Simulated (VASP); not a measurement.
# TiN (Osbornite) (Fm-3m) in VASP: a series of runs

Runs on TiN (Osbornite). Level: r2SCAN. Tasks: single point.

Program: VASP 6.6.1. These are calculated values, not measurements. Logs are shortened: lines on timing, memory, paths and dates and some standing lists are left out, and cuts for length are marked.

### Step 1. The cell of the first run

It takes space group Fm-3m (No. 225, cubic). Conventional cell: a = 4.238 Å, b = 4.238 Å, c = 4.238 Å, α = 90.00°, β = 90.00°, γ = 90.00°. Within 2.8 Å of Ti (site symmetry m-3m) lie 6 N at 2.12 Å. N (site symmetry m-3m) has 6 Ti at 2.12 Å within 2.8 Å.

### Step 2. Single point, r2SCAN

POSCAR reads:

```
TiN
1.0
    0.0000000000      2.1190000000      2.1190000000
    2.1190000000      0.0000000000      2.1190000000
    2.1190000000      2.1190000000      0.0000000000
Ti N
1 1
Direct
    0.0000000000      0.0000000000      0.0000000000
    0.5000000000      0.5000000000      0.5000000000
```

INCAR.step1 reads:

```
PREC = Accurate
ENCUT = 520
ISMEAR = -1
SIGMA = 0.1
LREAL = F
LASPH = T
NELM = 100
NBANDS = 16
GGA = PE
ALGO = Normal
EDIFF = 1E-4
LWAVE = T
LCHARG = F
```

INCAR.step2 reads:

```
PREC = Accurate
ENCUT = 520
EDIFF = 1E-7
ISMEAR = -1
SIGMA = 0.1
LREAL = F
LASPH = T
NELM = 100
ALGO = Normal
ISIF = 2
LWAVE = F
LCHARG = F
METAGGA = R2SCAN
LMIXTAU = T
NBANDS = 16
ISTART = 1
```

KPOINTS reads:

```
Automatic mesh
0
Gamma
  12 12 12
```

Potentials or basis: VASP PAW PBE potentials, release 64 (Ti_sv, N).

The run is started by

```console
$ cat potpaw_PBE.64/Ti_sv/POTCAR potpaw_PBE.64/N/POTCAR > POTCAR
$ cp INCAR.step1 INCAR
$ mpirun -np 1 vasp_std > vasp.out
$ cp INCAR.step2 INCAR
$ mpirun -np 1 vasp_std > vasp.out
```

OUTCAR:

```text
PREC = Accurate
   ENCUT = 520
   EDIFF = 1E-7
   ISMEAR = -1
   LREAL = F
   LASPH = T
   NELM = 100
   ISIF = 2
   METAGGA = R2SCAN
   ISTART = 1

 ion  position               nearest neighbor table
   1  0.000  0.000  0.000-   2 2.12   2 2.12   2 2.12   2 2.12   2 2.12   2 2.12
   2  0.500  0.500  0.500-   1 2.12   1 2.12   1 2.12   1 2.12   1 2.12   1 2.12

  LATTYP: Found a face centered cubic cell.
 ALAT       =     4.2380000000

  Lattice vectors:

 A1 = (   0.0000000000,   2.1190000000,   2.1190000000)
 A2 = (   2.1190000000,   0.0000000000,   2.1190000000)
 A3 = (   2.1190000000,   2.1190000000,   0.0000000000)

Analysis of symmetry for initial positions (statically):
=====================================================================
 Subroutine PRICEL returns:
 Original cell was already a primitive cell.

 Routine SETGRP: Setting up the symmetry group for a
 face centered cubic supercell.

 Subroutine GETGRP returns: Found 48 space group operations
 (whereof 48 operations were pure point group operations)
 out of a pool of 48 trial point group operations.

The static configuration has the point symmetry O_h .

Analysis of symmetry for dynamics (positions and initial velocities):
=====================================================================
 Subroutine PRICEL returns:
 Original cell was already a primitive cell.

 Routine SETGRP: Setting up the symmetry group for a
 face centered cubic supercell.

 Subroutine GETGRP returns: Found 48 space group operations
 (whereof 48 operations were pure point group operations)
 out of a pool of 48 trial point group operations.

The dynamic configuration has the point symmetry O_h .

 Subroutine INISYM returns: Found 48 space group operations
 (whereof 48 operations are pure point group operations),
 and found     1 'primitive' translations

----------------------------------------------------------------------------------------

                                     Primitive cell

  volume of cell :      19.0293

  direct lattice vectors                    reciprocal lattice vectors
     0.000000000  2.119000000  2.119000000    -0.235960359  0.235960359  0.235960359
     2.119000000  0.000000000  2.119000000     0.235960359 -0.235960359  0.235960359
     2.119000000  2.119000000  0.000000000     0.235960359  0.235960359 -0.235960359

  length of vectors
     2.996718539  2.996718539  2.996718539     0.408695330  0.408695330  0.408695330

  position of ions in fractional coordinates (direct lattice)
     0.000000000  0.000000000  0.000000000
     0.500000000  0.500000000  0.500000000

  ion indices of the primitive-cell ions
   primitive index   ion index
                 1           1
                 2           2

----------------------------------------------------------------------------------------

 KPOINTS: Automatic mesh

Automatic generation of k-mesh.
 Grid dimensions read from file:
 generate k-points for:   12   12   12

 Generating k-lattice:

  Cartesian coordinates                     Fractional coordinates (reciprocal lattice)
    -0.019663363  0.019663363  0.019663363     0.083333333  0.000000000  0.000000000
     0.019663363 -0.019663363  0.019663363     0.000000000  0.083333333  0.000000000
     0.019663363  0.019663363 -0.019663363     0.000000000  0.000000000  0.083333333

  Length of vectors
     0.034057944  0.034057944  0.034057944

  Shift w.r.t. Gamma in fractional coordinates (k-lattice)
     0.000000000  0.000000000  0.000000000

 Subroutine IBZKPT returns following result:
 ===========================================

 Found     72 irreducible k-points:

 Following reciprocal coordinates:
            Coordinates               Weight
  0.000000  0.000000  0.000000      1.000000
  0.083333  0.000000  0.000000      8.000000
  0.166667  0.000000  0.000000      8.000000
  0.250000  0.000000  0.000000      8.000000
  0.333333  0.000000  0.000000      8.000000
  0.416667  0.000000  0.000000      8.000000
[... 16 lines left out ...]
  0.500000  0.166667  0.000000     24.000000
 -0.416667  0.166667  0.000000     24.000000
 [... further k-points ...]
   k-points           NKPTS =     72   k-points in BZ     NKDIM =     72   number of bands    NBANDS=     16
   number of dos      NEDOS =    301   number of ions     NIONS =      2
   total plane-waves  NPLWV =  13824
   dimension x,y,z NGX =    24 NGY =   24 NGZ =   24
   dimension x,y,z NGXF=    48 NGYF=   48 NGZF=   48
   ions per type =               1   1
   NGX,Y,Z   is equivalent  to a cutoff of  13.31, 13.31, 13.31 a.u.
   NGXF,Y,Z  is equivalent  to a cutoff of  26.63, 26.63, 26.63 a.u.
 SYSTEM =  unknown system
   PREC   = accura    normal or accurate (medium, high low for compatibility)
   ISTART =      1    job   : 0-new  1-cont  2-samecut
   ICHARG =      0    charge: 1-file 2-atom 10-const
   ISPIN  =      1    spin polarized calculation?
   LNONCOLLINEAR =      F non collinear calculations
   LSORBIT =      F    spin-orbit coupling
   LASPH  =      T    aspherical Exc in radial PAW
   ENCUT  =  520.0 eV  38.22 Ry    6.18 a.u.   5.57  5.57  5.57*2*pi/ulx,y,z
   NELM   =    100;   NELMIN=  2; NELMDL=  0     # of ELM steps
   EDIFF  = 0.1E-06   stopping-criterion for ELM
   LREAL  =      F    real-space projection
   EDIFFG = 0.1E-05   stopping-criterion for IOM
   NSW    =      0    number of steps for IOM
   IBRION =     -1    ionic relax: 0-MD 1-quasi-New 2-CG
   NFREE  =      0    steps in history (QN), initial steepest desc. (CG)
   ISIF   =      2    stress and relaxation
   ISYM   =      2    0-nonsym 1-usesym 2-fastsym
   POTIM  = 0.5000    time-step for ionic-motion
   TEBEG  =    0.0;   TEEND  =   0.0 temperature during run
   PSTRESS=    0.0 pullay stress
   NELECT =      17.0000    total number of electrons
   NUPDOWN=      -1.0000    fix difference up-down
   EMIN   =  10.00;   EMAX   =-10.00  energy-range for DOS
   EFERMI =   0.00;   METHOD = LEGACY
   ISMEAR =    -1;   SIGMA  =   0.10  broadening in eV -4-tet -1-fermi 0-gaus
   EFERMI_NEDOS =   21; number of points for ismear=-14 and -15
   IALGO  =     38    algorithm
   IMIX   =      4    mixing-type and parameters
     AMIX     =   0.40;   BMIX     =  1.00
     AMIX_MAG =   1.60;   BMIX_MAG =  1.00
  volume/ion in A,a.u.               =       9.51        64.21
  Fermi-wavevector in a.u.,A,eV,Ry     =   1.576704  2.979539 33.824024  2.485996
  Thomas-Fermi vector in A             =   2.677497
   LORBIT       =      0    0 simple, 1 ext, 2 COOP (PROOUT), +10 PAW based schemes
   METAGGA = R2SCAN    functional components
   LHFCALC =     F    Hartree Fock is set to
   AEXX    =    0.0000 exact exchange contribution
   IVDW    =     0    specifies the selected vdW correction
   LEPSILON=     F    determine dielectric tensor
   LRPA    =     F    only Hartree local field effects (RPA)
 non-spin polarized calculation
  energy-cutoff  :      520.00
  volume of cell :       19.03
 maximum number of plane-waves:       532
 NGX is ok and might be reduce to    24
   NGX = 11   NGY = 11   NGZ = 11

 number of electron      17.0000002 magnetization

 Free energy of the ion-electron system (eV)
  ---------------------------------------------------
  ext. energy  EPLUGINS =         0.00000000
  ---------------------------------------------------
  free energy    TOTEN  =       -26.02899743 eV

  energy without entropy =      -26.00315635  energy(sigma->0) =      -26.01607689

 E-fermi :  11.6619     XC(G=0): -13.8929

 val. band max:       11.6480077785   @ k =   0.1667   0.0000   0.0000
 cond. band min:      11.6619681266   @ k =   0.0833   0.0833   0.0000
 fundamental gap:      0.0139603481
 Fermi energy:        11.6618620055

 k-point     1 :       0.0000    0.0000    0.0000
  band No.  band energies     occupation
      1     -48.6776      2.00000
      2     -23.6127      2.00000
      3     -23.6126      2.00000
      4     -23.6126      2.00000
      5      -6.5861      2.00000
      6       9.3033      2.00000
[... 8 lines left out ...]
     15      25.5662      0.00000
     16      32.0095      0.00000

 k-point     2 :       0.0833    0.0000    0.0000
  band No.  band energies     occupation
      1     -48.6710      2.00000
      2     -23.6596      2.00000
      3     -23.6164      2.00000
      4     -23.6163      2.00000
      5      -6.4500      2.00000
      6       8.5897      2.00000
[... 8 lines left out ...]
     15      25.6299      0.00000
     16      31.8265      0.00000

 k-point     3 :       0.1667    0.0000    0.0000
  band No.  band energies     occupation
      1     -48.6529      2.00000
      2     -23.7859      2.00000
      3     -23.6264      2.00000
      4     -23.6264      2.00000
      5      -6.0660      2.00000
      6       7.2137      2.00000
[... 8 lines left out ...]
     15      25.5306      0.00000
     16      31.1320      0.00000

 k-point     4 :       0.2500    0.0000    0.0000
  band No.  band energies     occupation
      1     -48.6281      2.00000
      2     -23.9544      2.00000
      3     -23.6400      2.00000
      4     -23.6400      2.00000
      5      -5.5032      2.00000
      6       5.7477      2.00000
[... 8 lines left out ...]
     15      25.1721      0.00000
     16      29.8493      0.00000
[... 324 lines left out ...]
 k-point    22 :       0.4167    0.1667    0.0000
  band No.  band energies     occupation
      1     -48.5830      2.00000
      2     -24.1273      2.00000
      3     -23.7296      2.00000
      4     -23.7114      2.00000
      5      -4.7549      2.00000
      6       4.3293      2.00000
[... 8 lines left out ...]
     15      25.3237      0.00000
     16      27.0033      0.00000

 k-point    23 :       0.5000    0.1667    0.0000
  band No.  band energies     occupation
      1     -48.5702      2.00000
      2     -24.1980      2.00000
      3     -23.7597      2.00000
      4     -23.7061      2.00000
      5      -4.4341      2.00000
      6       3.8990      2.00000
[... 8 lines left out ...]
     15      25.6010      0.00000
     16      26.3275      0.00000

 k-point    24 :      -0.4167    0.1667    0.0000
  band No.  band energies     occupation
      1     -48.5686      2.00000
      2     -24.2057      2.00000
      3     -23.7816      2.00000
      4     -23.6902      2.00000
      5      -4.3480      2.00000
      6       3.7661      2.00000
[... 8 lines left out ...]
     15      25.3378      0.00000
     16      26.4265      0.00000

 [... further k-points ...]
[... 5 lines left out ...]
  --------------------------------------------------------------------------------------
  -------------------------------------------------------------------------------------
  Total        0.0562280      0.0562280      0.0562280      0.0000000     -0.0000000      0.0000000
  in kB        4.7341280      4.7341280      4.7341280      0.0000000     -0.0000000      0.0000000
  external PRESSURE =       4.7341280 kB  Pullay stress =       0.0000000 kB

 VOLUME and BASIS-vectors are now :
 -----------------------------------------------------------------------------
  energy-cutoff  :      520.00
  volume of cell :       19.03
      direct lattice vectors                 reciprocal lattice vectors
     0.000000000  2.119000000  2.119000000    -0.235960359  0.235960359  0.235960359
     2.119000000  0.000000000  2.119000000     0.235960359 -0.235960359  0.235960359
     2.119000000  2.119000000  0.000000000     0.235960359  0.235960359 -0.235960359

 POSITION                                       TOTAL-FORCE (eV/Angst)
 -----------------------------------------------------------------------------------
      0.00000      0.00000      0.00000         0.000000      0.000000     -0.000000
      2.11900      2.11900      2.11900        -0.000000     -0.000000      0.000000
 -----------------------------------------------------------------------------------
    total drift:                                0.000000     -0.000000     -0.000000

  FREE ENERGIE OF THE ION-ELECTRON SYSTEM (eV)
  ---------------------------------------------------
  free  energy   TOTEN  =       -26.0289974264 eV

  energy  without entropy=      -26.0031563476  energy(sigma->0) =      -26.01607689
```

Wall time 80 s (1 thread of Intel Xeon Platinum 8488C (Sapphire Rapids), shared host); peak memory 0.15 GiB.

Results:

```yaml
Free_energy: -26.0290 eV
Pressure: 0.5 GPa
```

Caveat: the PAW data sets were made with another functional, which shifts forces and pressure a little.

### Step 3. Single point, r2SCAN

POSCAR is that of step 2.

INCAR.step1 reads:

```
PREC = Accurate
ENCUT = 910
ISMEAR = -1
SIGMA = 0.1
LREAL = F
LASPH = T
NELM = 120
NBANDS = 16
GGA = PE
ALGO = Normal
EDIFF = 1E-5
LWAVE = T
LCHARG = F
GGA_COMPAT = F
```

INCAR.step2 reads:

```
PREC = Accurate
ENCUT = 910
EDIFF = 1E-6
ISMEAR = -1
SIGMA = 0.1
LREAL = F
LASPH = T
NELM = 120
ALGO = Normal
ISIF = 2
LWAVE = F
LCHARG = F
METAGGA = R2SCAN
LMIXTAU = T
NBANDS = 16
ISTART = 1
GGA_COMPAT = F
```

KPOINTS is that of step 2.

Potentials or basis: VASP PAW PBE potentials, release 64 (Ti_sv, N_h).

The run is started by

```console
$ cat potpaw_PBE.64/Ti_sv/POTCAR potpaw_PBE.64/N_h/POTCAR > POTCAR
$ cp INCAR.step1 INCAR
$ mpirun -np 1 vasp_std > vasp.out
$ cp INCAR.step2 INCAR
$ mpirun -np 1 vasp_std > vasp.out
```

Wall time 1.9 min (1 thread of Intel Xeon 6975P-C (Granite Rapids), shared host); peak memory 0.2 GiB.

It converged, with:

```yaml
Free_energy: -26.0290 eV
Pressure: 0.4 GPa
```

Levels at points of the mesh, in eV from the Fermi level:
```tsv
k point	band 7	band 8	band 9	band 10	band 11	band 12
(0.00, 0.00, 0.00)	-2.36	-2.36	-0.59	-0.59	-0.59	0.61
(0.50, 0.00, 0.00)	-5.90	-5.90	1.76	1.76	2.47	5.97
(0.50, 0.50, 0.00)	-3.59	-3.59	-3.08	1.69	2.47	2.47
```

Caveat: the cutoff is under 1.25 times the usual one of these potentials, so pressure, stress and relaxed cells hold a basis-set (Pulay) error; the PAW data sets were made with another functional, which shifts forces and pressure a little.
